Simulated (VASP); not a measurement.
# C (Fmmm) in VASP: notebook, part 2 of 2

VASP 6.6.1. The steps go on from the part before.

**4. Single point, LDA (strain +0.000 along x and y, +0.015 along z)**

INCAR

```
SYSTEM = C
PREC = Accurate
ENCUT = 520
EDIFF = 1E-6
ISMEAR = 0
SIGMA = 0.03
LREAL = .False.
LASPH = .True.
NELM = 80
ALGO = Normal
ISIF = 2
LWAVE = .False.
LCHARG = .True.
LELF = .True.
LVHAR = .True.
NBANDS = 11
```

KPOINTS

```
regular mesh
0
Gamma
  16 16 16
  0 0 0
```

POSCAR

```
C
1.0
    0.0000000000      2.1166507485      3.4101454216
    1.2227846672      0.0000000000      3.4101454216
    1.2227846672      2.1166507485      0.0000000000
C
2
Direct
    0.1667065656      0.8332934344      0.1667065656
    0.8332934344      0.1667065656      0.8332934344
```

Potentials or basis: VASP PAW LDA potentials, release 64 (C).

The run is started by

```console
$ cat potpaw_LDA.64/C/POTCAR > POTCAR
$ mpirun -np 1 vasp_std > vasp.out
```

OUTCAR:

```text
SYSTEM = C
   PREC = Accurate
   ENCUT = 520
   EDIFF = 1E-6
   ISMEAR = 0
   LREAL = .False.
   LASPH = .True.
   NELM = 80
   ISIF = 2

 ion  position               nearest neighbor table
   1  0.167  0.833  0.167-   2 1.41   2 1.41   2 1.41
   2  0.833  0.167  0.833-   1 1.41   1 1.41   1 1.41

  LATTYP: Found a face centered orthorhombic cell.
 ALAT       =     2.4455693344
 B/A-ratio  =     1.7310085784
 C/A-ratio  =     2.7888356087

  Lattice vectors:
[... 522 lines left out ...]

 [... further k-points ...]

------------------------ aborting loop because EDIFF is reached ----------------------------------------

  FORCE on cell =-STRESS in cart. coord.  units (eV):
  Direction    XX          YY          ZZ          XY          YZ          ZX
  --------------------------------------------------------------------------------------
  -------------------------------------------------------------------------------------
  Total        0.1489812      0.1281424     -0.0420984      0.0000000      0.0000000      0.0000000
  in kB       13.5219702     11.6305812     -3.8209727      0.0000000      0.0000000      0.0000000
  external PRESSURE =       7.1105262 kB  Pullay stress =       0.0000000 kB

 VOLUME and BASIS-vectors are now :
 -----------------------------------------------------------------------------
  energy-cutoff  :      520.00
  volume of cell :       17.65
      direct lattice vectors                 reciprocal lattice vectors
     0.000000000  2.116650749  3.410145422    -0.408902739  0.236222249  0.146621313
     1.222784667  0.000000000  3.410145422     0.408902739 -0.236222249  0.146621313
     1.222784667  2.116650749  0.000000000     0.408902739  0.236222249 -0.146621313

 POSITION                                       TOTAL-FORCE (eV/Angst)
 -----------------------------------------------------------------------------------
      1.22278      0.70572      3.41015         0.000000     -0.022110      0.000000
      1.22278      3.52758      3.41015         0.000000      0.022110      0.000000
 -----------------------------------------------------------------------------------
    total drift:                                0.000000      0.000000     -0.000000

  FREE ENERGIE OF THE ION-ELECTRON SYSTEM (eV)
  ---------------------------------------------------
  free  energy   TOTEN  =       -20.2205378817 eV

  energy  without entropy=      -20.2205378817  energy(sigma->0) =      -20.22053788
```

OSZICAR:

```text
N       E                     dE             d eps       ncg     rms          rms(c)
DAV:   1    -0.124100190569E+01   -0.12410E+01   -0.41131E+03 13953   0.648E+02
DAV:   2    -0.212270872534E+02   -0.19986E+02   -0.19151E+02 17960   0.120E+02
DAV:   3    -0.216791449340E+02   -0.45206E+00   -0.45119E+00 17154   0.147E+01
DAV:   4    -0.216809715026E+02   -0.18266E-02   -0.18264E-02 15913   0.116E+00
DAV:   5    -0.216809794517E+02   -0.79491E-05   -0.79489E-05 17540   0.696E-02    0.668E+00
DAV:   6    -0.205655601386E+02    0.11154E+01   -0.99802E-01 15618   0.571E+00    0.378E+00
DAV:   7    -0.202209738792E+02    0.34459E+00   -0.10610E+00 16164   0.592E+00    0.105E+00
DAV:   8    -0.202212904378E+02   -0.31656E-03   -0.26369E-02 15454   0.106E+00    0.183E-01
DAV:   9    -0.202205524009E+02    0.73804E-03   -0.15074E-03 16302   0.225E-01    0.712E-02
DAV:  10    -0.202205388629E+02    0.13538E-04   -0.14849E-04 16670   0.816E-02    0.302E-02
DAV:  11    -0.202205378817E+02    0.98116E-06   -0.37554E-06 16076   0.137E-02
   1 F= -.20220538E+02 E0= -.20220538E+02  d E =-.949652E-11
```

stdout:

```text
POSCAR found type information on POSCAR C
 POSCAR found :  1 types and       2 ions
 scaLAPACK will be used
 LDA part: xc-table for (Slater(with rela. corr.)+CA(PZ))
 , standard interpolation
 POSCAR, INCAR and KPOINTS ok, starting setup
 FFT: planning ... GRIDC
 FFT: planning ... GRID_SOFT
 FFT: planning ... GRID
 WAVECAR not read
 entering main loop
```

Run time: 50 s. Hardware: 1 thread of Intel Xeon 6975P-C (Granite Rapids), shared host; peak memory 0.2 GiB.

What came out:

```yaml
Free_energy: -20.2205 eV
Pressure: 0.7 GPa
Largest_force: 0.022 eV/Å
```

Forces on the atoms (eV/Å):
```
C    0.000 -0.022  0.000
C    0.000  0.022  0.000
```

Stress tensor (GPa, compression positive):
```
 1.35  0.00  0.00
 0.00  1.16  0.00
 0.00  0.00 -0.38
```

Caveat: the cell differs from its parent crystal (strain +0.000 along x and y, +0.015 along z).

**5. Single point, LDA (strain +0.015 along x and y, -0.015 along z)**

INCAR

```
PREC     = Accurate       # precision mode
ENCUT    = 520            # plane-wave cutoff, eV
EDIFF    = 1E-6           # SCF threshold, eV
ISMEAR   = 0              # smearing method
SIGMA    = 0.03           # smearing width, eV
LREAL    = False          # projectors in reciprocal space
LASPH    = True           # aspherical terms in the spheres
NELM     = 60             # most SCF steps
ALGO     = Normal         # electronic algorithm
ISIF     = 2              # what is computed and relaxed
LWAVE    = False          # write WAVECAR
LCHARG   = True           # write CHGCAR
GGA      = CA             # functional
LELF     = True           # ELF
LVHAR    = True         
NBANDS   = 11             # bands
```

KPOINTS

```
regular mesh
0
Gamma
  16 16 16
```

POSCAR

```
C
1.0
    0.0000000000      2.1484005097      3.3093529460
    1.2411264372      0.0000000000      3.3093529460
    1.2411264372      2.1484005097      0.0000000000
C
2
Direct
    0.1667065656      0.8332934344      0.1667065656
    0.8332934344      0.1667065656      0.8332934344
```

The run is started by

```console
$ cat potpaw_LDA.64/C/POTCAR > POTCAR
$ mpirun -np 1 vasp_std > vasp.out
```

It took 50 s on 1 thread of Intel Xeon 6975P-C (Granite Rapids), shared host; peak memory 0.2 GiB.

It converged, with:

```yaml
Free_energy: -20.1940 eV
Pressure: -11.3 GPa
Largest_force: 0.028 eV/Å
```

Forces in eV/Å, atoms in the order of the input:
```
C    0.000 -0.028  0.000
C    0.000  0.028  0.000
```

Stress tensor (GPa, compression positive):
```
-16.95   0.00   0.00
  0.00 -17.45   0.00
  0.00   0.00   0.62
```

Caveat: the cell differs from its parent crystal (strain +0.015 along x and y, -0.015 along z); the cell stands under tension.

**6. Single point, LDA (strain +0.000 along x and y, +0.030 along z)**

INCAR

```
ALGO     = Normal         # electronic algorithm
EDIFF    = 1E-6           # SCF threshold, eV
ENCUT    = 520            # plane-wave cutoff, eV
GGA      = CA             # functional
ISIF     = 2              # what is computed and relaxed
ISMEAR   = 0              # smearing method
LASPH    = T              # aspherical terms in the spheres
LCHARG   = F              # write CHGCAR
LREAL    = F              # projectors in reciprocal space
LWAVE    = F              # write WAVECAR
NBANDS   = 11             # bands
NELM     = 80             # most SCF steps
PREC     = Accurate       # precision mode
SIGMA    = 0.03           # smearing width, eV
```

KPOINTS

```
k-points
0
Gamma
  16 16 16
```

POSCAR

```
C
1.0
    0.0000000000      2.1166507485      3.4605416593
    1.2227846672      0.0000000000      3.4605416593
    1.2227846672      2.1166507485      0.0000000000
C
2
Direct
    0.1667065656      0.8332934344      0.1667065656
    0.8332934344      0.1667065656      0.8332934344
```

Potentials or basis: VASP PAW LDA potentials, release 64 (C).

The run is started by

```console
$ cat potpaw_LDA.64/C/POTCAR > POTCAR
$ mpirun -np 1 vasp_std > vasp.out
```

It took 49 s on 1 thread of Intel Xeon 6975P-C (Granite Rapids), shared host; peak memory 0.2 GiB.

The run converged. Its results:

| Item | Value |
| --- | --- |
| Free energy | -20.2199 eV |
| Pressure | 0.6 GPa |
| Largest force | 0.020 eV/Å |

Forces on the atoms (eV/Å):
```
C    0.000 -0.020  0.000
C    0.000  0.020  0.000
```

Stress tensor (GPa, compression positive):
```
 1.32  0.00  0.00
 0.00  1.23  0.00
 0.00  0.00 -0.70
```

Caveat: the cell differs from its parent crystal (strain +0.000 along x and y, +0.030 along z).

**7. Overview**

```tsv
cell	pressure (GPa)	largest force (eV/Å)
a = 4.040, b = 3.664, c = 2.408 Å, angles 80.5, 63.5, 36.0°, 2 atoms	14.1	0.02
a = 3.903, b = 3.487, c = 2.481 Å, angles 79.7, 61.5, 38.7°, 2 atoms	-11.3	0.03
a = 4.014, b = 3.623, c = 2.444 Å, angles 80.3, 62.8, 36.9°, 2 atoms	0.7	0.02
a = 3.946, b = 3.534, c = 2.481 Å, angles 79.9, 61.9, 38.2°, 2 atoms	-11.3	0.03
a = 4.057, b = 3.670, c = 2.444 Å, angles 80.4, 63.1, 36.5°, 2 atoms	0.6	0.02
```

Alike in all rows: task single point; level LDA; potentials or basis VASP PAW LDA potentials, release 64 (C); no spin polarisation; k mesh 16 × 16 × 16; cutoff (eV) 520; smearing gaussian 0.03 eV.

Caveats: the cell stands under tension (at least some runs); the cell stands under pressure (at least some runs).

Absolute energies hang on the potentials; compare differences alone.
